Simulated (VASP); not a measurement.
# Ge in VASP: notebook, part 2 of 2

VASP 6.6.1.

**4. Single point, PBE**

File INCAR:

```
ALGO = Normal
DIPOL = 0.5 0.5 0.500
EDIFF = 1E-6
ENCUT = 520
GGA = PE
IDIPOL = 3
ISIF = 2
ISMEAR = -1
LASPH = True
LCHARG = False
LDIPOL = True
LREAL = False
LWAVE = False
NBANDS = 66
NELM = 60
PREC = Accurate
SIGMA = 0.3
```

File KPOINTS:

```
k-points
0
Gamma
  9 9 1
```

File POSCAR:

```
Ge
1.0
    4.0736913413      0.0000000000      0.0000000000
   -2.0368456706      3.5279201887      0.0000000000
    0.0000000000      0.0000000000     25.8100039188
Ge
8
Direct
    0.3333333333      0.6666666667      0.2905850004
    0.0000000000      0.0000000000      0.3228026927
    0.0000000000      0.0000000000      0.4194557694
    0.6666666667      0.3333333333      0.4516734616
    0.6666666667      0.3333333333      0.5483265384
    0.3333333333      0.6666666667      0.5805442306
    0.3333333333      0.6666666667      0.6771973073
    0.0000000000      0.0000000000      0.7094149996
```

Potentials or basis: VASP PAW PBE potentials, release 64 (Ge_d).

Started as:

```sh
cat potpaw_PBE.64/Ge_d/POTCAR > POTCAR
mpirun -np 1 vasp_std > vasp.out
```

OUTCAR:

```text
EDIFF = 1E-6
   ENCUT = 520
   GGA = PE
   ISIF = 2
   ISMEAR = -1
   LASPH = True
   LREAL = False
   NELM = 60
   PREC = Accurate

 ion  position               nearest neighbor table
   1  0.333  0.667  0.291-   2 2.49   2 2.49   2 2.49
   2  0.000  0.000  0.323-   3 2.49   1 2.49   1 2.49   1 2.49
   3  0.000  0.000  0.419-   4 2.49   2 2.49   4 2.49   4 2.49
   4  0.667  0.333  0.452-   3 2.49   3 2.49   3 2.49   5 2.49
   5  0.667  0.333  0.548-   6 2.49   6 2.49   6 2.49   4 2.49
   6  0.333  0.667  0.581-   5 2.49   5 2.49   7 2.49   5 2.49
   7  0.333  0.667  0.677-   6 2.49   8 2.49   8 2.49   8 2.49
   8  0.000  0.000  0.709-   7 2.49   7 2.49   7 2.49

  LATTYP: Found a hexagonal cell.
 ALAT       =     4.0736913413
 C/A-ratio  =     6.3357779852

  Lattice vectors:

 A1 = (   4.0736913413,   0.0000000000,   0.0000000000)
 A2 = (  -2.0368456706,   3.5279201887,   0.0000000000)
 A3 = (   0.0000000000,   0.0000000000,  25.8100039188)

Analysis of symmetry for initial positions (statically):
=====================================================================
 Subroutine PRICEL returns:
 Original cell was already a primitive cell.

[... 187 lines left out ...]
      6     -24.6574      2.00000
[... 817 lines left out ...]
     65       5.7337      0.00000
     66       5.7587      0.00000

------------------------ aborting loop because EDIFF is reached ----------------------------------------

 vacuum level on the upper side and lower side of the slab       (xc-potential included)        -0.128        -0.128

  FORCE on cell =-STRESS in cart. coord.  units (eV):
  Direction    XX          YY          ZZ          XY          YZ          ZX
  --------------------------------------------------------------------------------------
  -------------------------------------------------------------------------------------
  Total        0.1539117      0.1539117      1.6373464      0.0000000      0.0000000      0.0000000
  in kB        0.6647944      0.6647944      7.0722275      0.0000000      0.0000000      0.0000000
  external PRESSURE =       2.8006054 kB  Pullay stress =       0.0000000 kB

 VOLUME and BASIS-vectors are now :
 -----------------------------------------------------------------------------
  energy-cutoff  :      520.00
  volume of cell :      370.93
      direct lattice vectors                 reciprocal lattice vectors
     4.073691341  0.000000000  0.000000000     0.245477606  0.141726562  0.000000000
    -2.036845671  3.527920189  0.000000000     0.000000000  0.283453124  0.000000000
     0.000000000  0.000000000 25.810003919     0.000000000  0.000000000  0.038744667

 POSITION                                       TOTAL-FORCE (eV/Angst)
 -----------------------------------------------------------------------------------
     -0.00000      2.35195      7.50000        -0.000000      0.000000     -0.053383
      0.00000      0.00000      8.33154         0.000000      0.000000     -0.167915
      0.00000      0.00000     10.82616         0.000000      0.000000      0.104125
      2.03685      1.17597     11.65769         0.000000      0.000000     -0.009430
      2.03685      1.17597     14.15231        -0.000000      0.000000      0.009430
     -0.00000      2.35195     14.98385        -0.000000      0.000000     -0.104125
     -0.00000      2.35195     17.47847        -0.000000      0.000000      0.167915
      0.00000      0.00000     18.31000         0.000000     -0.000000      0.053383
 -----------------------------------------------------------------------------------
    total drift:                                0.000000     -0.000000     -0.000000

  FREE ENERGIE OF THE ION-ELECTRON SYSTEM (eV)
  ---------------------------------------------------
  free  energy   TOTEN  =       -34.8169444747 eV

  energy  without entropy=      -33.8853922859  energy(sigma->0) =      -34.35116838

 vacuum level on the upper side and lower side of the slab         4.471         4.471
```

OSZICAR:

```text
N       E                     dE             d eps       ncg     rms          rms(c)
DAV:   1     0.130865986563E+04    0.13087E+04   -0.56553E+04  1962   0.356E+03
DAV:   2     0.215280032183E+03   -0.10934E+04   -0.10580E+04  1680   0.963E+02
DAV:   3    -0.137268701583E+02   -0.22901E+03   -0.22293E+03  1996   0.246E+02
[... 15 lines left out ...]
DAV:  19    -0.348169119836E+02   -0.33979E-04   -0.22552E-06  1204   0.290E-02    0.872E-04
DAV:  20    -0.348169356179E+02   -0.23634E-04   -0.17261E-06  1120   0.570E-03    0.403E-04
DAV:  21    -0.348169418821E+02   -0.62642E-05   -0.34454E-07  1142   0.579E-03    0.163E-04
DAV:  22    -0.348169441480E+02   -0.22659E-05   -0.17701E-07  1034   0.271E-03    0.939E-05
DAV:  23    -0.348169444747E+02   -0.32668E-06   -0.55766E-08  1008   0.174E-03
   1 F= -.34816944E+02 E0= -.34351168E+02  d E =-.931552E+00
```

Run time: 4.7 min. Hardware: 1 thread of Intel Xeon 6975P-C (Granite Rapids), shared host; peak memory 0.53 GiB.

What came out:

```
Free energy            : -34.8169 eV
Largest force          : 0.168 eV/Å
Band gap on the k mesh : zero (bands 56 and 57 overlap by 0.27 eV)
```

Forces on the atoms (eV/Å):
```
Ge   0.000  0.000 -0.053
Ge   0.000  0.000 -0.168
Ge   0.000  0.000  0.104
Ge   0.000  0.000 -0.009
Ge   0.000  0.000  0.009
Ge   0.000  0.000 -0.104
Ge   0.000  0.000  0.168
Ge   0.000  0.000  0.053
```

Caveat: so wide a smearing shifts energies and pressures.

**5. Single point, PBE**

File INCAR:

```
SYSTEM = Ge
PREC = Accurate
ENCUT = 520
EDIFF = 1E-6
ISMEAR = 0
SIGMA = 0.1
LREAL = .False.
LASPH = .True.
NELM = 100
ALGO = Normal
ISIF = 2
LWAVE = .False.
LCHARG = .True.
LDIPOL = .True.
IDIPOL = 3
DIPOL = 0.5 0.5 0.500
GGA = PE
LELF = .True.
LVHAR = .True.
LVACPOTAV = .True.
EFIELD = 0.3
NBANDS = 66
```

File KPOINTS:

```
regular mesh
0
Gamma
  9 9 1
  0 0 0
```

POSCAR is that of step 4.

Potentials or basis: VASP PAW PBE potentials, release 64 (Ge_d).

Started as:

```sh
cat potpaw_PBE.64/Ge_d/POTCAR > POTCAR
mpirun -np 1 vasp_std > vasp.out
```

OUTCAR:

```text
SYSTEM = Ge
   PREC = Accurate
   ENCUT = 520
   EDIFF = 1E-6
   ISMEAR = 0
   LREAL = .False.
   LASPH = .True.
   NELM = 100
   ISIF = 2
   GGA = PE

 ion  position               nearest neighbor table
   1  0.333  0.667  0.291-   2 2.49   2 2.49   2 2.49
   2  0.000  0.000  0.323-   3 2.49   1 2.49   1 2.49   1 2.49
   3  0.000  0.000  0.419-   4 2.49   2 2.49   4 2.49   4 2.49
   4  0.667  0.333  0.452-   3 2.49   3 2.49   3 2.49   5 2.49
   5  0.667  0.333  0.548-   6 2.49   6 2.49   6 2.49   4 2.49
   6  0.333  0.667  0.581-   5 2.49   5 2.49   7 2.49   5 2.49
   7  0.333  0.667  0.677-   6 2.49   8 2.49   8 2.49   8 2.49
   8  0.000  0.000  0.709-   7 2.49   7 2.49   7 2.49

  LATTYP: Found a hexagonal cell.
 ALAT       =     4.0736913413
 C/A-ratio  =     6.3357779852

  Lattice vectors:

 A1 = (   4.0736913413,   0.0000000000,   0.0000000000)
 A2 = (  -2.0368456706,   3.5279201887,   0.0000000000)
 A3 = (   0.0000000000,   0.0000000000,  25.8100039188)

Analysis of symmetry for initial positions (statically):
=====================================================================
 Subroutine PRICEL returns:
 Original cell was already a primitive cell.

 Routine SETGRP: Setting up the symmetry group for a
 hexagonal supercell.

 Subroutine GETGRP returns: Found 12 space group operations
 (whereof  6 operations were pure point group operations)
 out of a pool of 24 trial point group operations.

The static configuration has the point symmetry C_3v.
 The point group associated with its full space group is D_3d.

Analysis of symmetry for dynamics (positions and initial velocities):
=====================================================================
 An external electric field (EFIELD) may reduce the allowed symmetry operations
 Subroutine PRICEL returns:
 Original cell was already a primitive cell.

 Routine SETGRP: Setting up the symmetry group for a
 hexagonal supercell.

[... 129 lines left out ...]
   LHFCALC =     F    Hartree Fock is set to
   AEXX    =    0.0000 exact exchange contribution
   IVDW    =     0    specifies the selected vdW correction
   LEPSILON=     F    determine dielectric tensor
   LRPA    =     F    only Hartree local field effects (RPA)
 non-spin polarized calculation
 Gauss-broadening in eV      SIGMA  =   0.10
  energy-cutoff  :      520.00
  volume of cell :      370.93
 maximum number of plane-waves:     10057
   NGX = 15   NGY = 15   NGZ = 95

 dipolmoment           0.000000      0.000000     -0.000000 electrons x Angstroem

 number of electron     111.9999911 magnetization

 dipolmoment           0.000000      0.000000      0.328669 electrons x Angstroem

 Free energy of the ion-electron system (eV)
  ---------------------------------------------------
  ext. energy  EPLUGINS =         0.00000000
  ---------------------------------------------------
  free energy    TOTEN  =       -34.27696952 eV

  energy without entropy =      -34.23284851  energy(sigma->0) =      -34.25490902

 E-fermi :  -0.1240     XC(G=0):  -5.5379

 val. band max:       -0.1274321850   @ k =   0.1111   0.1111   0.0000
 cond. band min:      -0.1117719099   @ k =   0.3333   0.2222   0.0000
 fundamental gap:      0.0156602750
 Fermi energy:        -0.1239618848

 k-point     1 :       0.0000    0.0000    0.0000
  band No.  band energies     occupation
      1     -24.7168      2.00000
      2     -24.7168      2.00000
      3     -24.6981      2.00000
      4     -24.6981      2.00000
      5     -24.6897      2.00000
      6     -24.6703      2.00000
[... 817 lines left out ...]
     65       5.7562      0.00000
     66       5.7759      0.00000

------------------------ aborting loop because EDIFF is reached ----------------------------------------

  FORCE on cell =-STRESS in cart. coord.  units (eV):
  Direction    XX          YY          ZZ          XY          YZ          ZX
  --------------------------------------------------------------------------------------
  -------------------------------------------------------------------------------------
  Total       -0.1124920     -0.1124920      1.4800857     -0.0000000      0.0000000      0.0000000
  in kB       -0.4858891     -0.4858891      6.3929674     -0.0000000      0.0000000      0.0000000
  external PRESSURE =       1.8070631 kB  Pullay stress =       0.0000000 kB

 VOLUME and BASIS-vectors are now :
 -----------------------------------------------------------------------------
  energy-cutoff  :      520.00
  volume of cell :      370.93
      direct lattice vectors                 reciprocal lattice vectors
     4.073691341  0.000000000  0.000000000     0.245477606  0.141726562  0.000000000
    -2.036845671  3.527920189  0.000000000     0.000000000  0.283453124  0.000000000
     0.000000000  0.000000000 25.810003919     0.000000000  0.000000000  0.038744667

 POSITION                                       TOTAL-FORCE (eV/Angst)
 -----------------------------------------------------------------------------------
     -0.00000      2.35195      7.50000        -0.000000      0.000000      0.132515
      0.00000      0.00000      8.33154        -0.000000     -0.000000     -0.404974
      0.00000      0.00000     10.82616        -0.000000      0.000000      0.217958
      2.03685      1.17597     11.65769         0.000000      0.000000     -0.083885
      2.03685      1.17597     14.15231        -0.000000      0.000000      0.080778
     -0.00000      2.35195     14.98385         0.000000     -0.000000     -0.212681
     -0.00000      2.35195     17.47847        -0.000000      0.000000      0.344081
      0.00000      0.00000     18.31000         0.000000     -0.000000     -0.073792
 -----------------------------------------------------------------------------------
    total drift:                                0.000000     -0.000000     -0.000197

  FREE ENERGIE OF THE ION-ELECTRON SYSTEM (eV)
  ---------------------------------------------------
  free  energy   TOTEN  =       -34.2769695182 eV

  energy  without entropy=      -34.2328485138  energy(sigma->0) =      -34.25490902
```

OSZICAR:

```text
N       E                     dE             d eps       ncg     rms          rms(c)
DAV:   1     0.130501319683E+04    0.13050E+04   -0.56814E+04  1962   0.356E+03
DAV:   2     0.233515139876E+03   -0.10715E+04   -0.10368E+04  1592   0.974E+02
DAV:   3    -0.114949667571E+02   -0.24501E+03   -0.23769E+03  1840   0.266E+02
[... 21 lines left out ...]
DAV:  25    -0.342769448706E+02   -0.31329E-04   -0.22201E-06  1146   0.243E-02    0.109E-03
DAV:  26    -0.342769614081E+02   -0.16538E-04   -0.13177E-06  1132   0.150E-02    0.680E-04
DAV:  27    -0.342769656826E+02   -0.42745E-05   -0.30897E-07  1110   0.849E-03    0.520E-04
DAV:  28    -0.342769686441E+02   -0.29615E-05   -0.32752E-07  1082   0.617E-03    0.735E-04
DAV:  29    -0.342769695182E+02   -0.87412E-06   -0.13105E-07  1054   0.446E-03
   1 F= -.34276970E+02 E0= -.34254909E+02  d E =-.441210E-01
```

stdout:

```text
POSCAR found type information on POSCAR Ge
 POSCAR found :  1 types and       8 ions
 scaLAPACK will be used
 LDA part: xc-table for (Slater+PW92), standard interpolation
 POSCAR, INCAR and KPOINTS ok, starting setup
 FFT: planning ... GRIDC
[... 27 lines left out ...]
|           W    W  A    A  R    R  N    N  II  N    N   GGGG   !!!           |
|                                                                             |
|     Did not find any points to average over, which means that no vacuum     |
|     field-free region was found. Please increase the size of  your cell     |
|     in the dimension of the dipole correction to obtain accurate            |
|     workfunction values.                                                    |
|                                                                             |
 -----------------------------------------------------------------------------
```

Wall time 6.3 min (1 thread of Intel Xeon 6975P-C (Granite Rapids), shared host); peak memory 0.53 GiB.

What came out:

* Free energy: -34.2770 eV
* Largest force: 0.405 eV/Å
* Band gap on the k mesh: zero (bands 56 and 57 overlap by 0.27 eV)

Forces in eV/Å, atoms in the order of the input:
```
Ge   0.000  0.000  0.133
Ge   0.000  0.000 -0.405
Ge   0.000  0.000  0.218
Ge   0.000  0.000 -0.084
Ge   0.000  0.000  0.081
Ge   0.000  0.000 -0.213
Ge   0.000  0.000  0.344
Ge   0.000  0.000 -0.074
```

**6. Overview**

```csv
smearing,electric field (eV/Å),gap on the mesh (eV),largest force (eV/Å)
gaussian 0.1 eV,-0.6 eV/Å,none,0.44
fermi-dirac 0.025 eV,-,none,0.40
fermi-dirac 0.3 eV,-,none,0.17
gaussian 0.1 eV,0.3 eV/Å,none,0.40
```

Alike in all rows: task single point; level PBE; potentials or basis VASP PAW PBE potentials, release 64 (Ge_d); no spin polarisation; cell as given; k mesh 9 × 9 × 1; cutoff (eV) 520.

Caveats: so wide a smearing shifts energies and pressures (at least some runs).

Absolute energies hang on the potentials; compare differences alone.

The gap in the log of VASP goes by the Fermi energy; the results here count the filled bands.